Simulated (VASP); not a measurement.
## AlN: single point with LDA

AlN:

```
CELL_PARAMETERS angstrom
3.31212 0.00000 0.00000
-1.65606 2.86838 0.00000
0.00000 0.00000 4.18756
ATOMIC_POSITIONS crystal
Al 0.33333 0.66667 0.75000
Al 0.66667 0.33333 0.25000
N 0.33333 0.66667 0.25000
N 0.66667 0.33333 0.75000
```

```
Program                : VASP 6.6.1
Task                   : single point
Functional             : LDA
Potentials or basis    : VASP PAW LDA potentials, release 64 (Al, N)
Cutoff                 : 520 eV
k mesh                 : 6 × 6 × 4
Occupations            : gaussian, width 0.01 eV
Spin                   : no spin polarisation
Dipole correction      : no
Further INCAR settings : ALGO = Normal; EDIFF = 1e-07; NBANDS = 16
```

The pressure is -8.2 GPa and the band gap on the k mesh is 3.29 eV, direct.

Stress tensor (GPa, compression positive):
```
-8.04  0.00  0.00
 0.00 -8.04  0.00
 0.00  0.00 -8.51
```

Levels at points of the mesh, in eV from the valence-band top:
| k point | band 6 | band 7 | band 8 | band 9 | band 10 | band 11 |
| --- | --- | --- | --- | --- | --- | --- |
| (0.00, 0.00, 0.00) | -1.61 | -1.61 | 0.00 | 3.29 | 4.25 | 8.05 |
| (0.50, 0.00, 0.00) | -4.32 | -2.90 | -1.46 | 3.71 | 7.00 | 7.08 |
| (0.00, 0.00, 0.50) | -2.48 | -2.48 | -2.48 | 5.57 | 5.57 | 8.25 |
| (0.50, 0.00, 0.50) | -3.26 | -1.74 | -1.74 | 4.96 | 4.96 | 9.09 |

Wall time 26 s on 1 thread of Intel Xeon 8259CL, with other jobs on the host, peak memory 0.14 GiB.

A k mesh can miss the band edges. As with any semilocal functional, this LDA gap is likely too small.
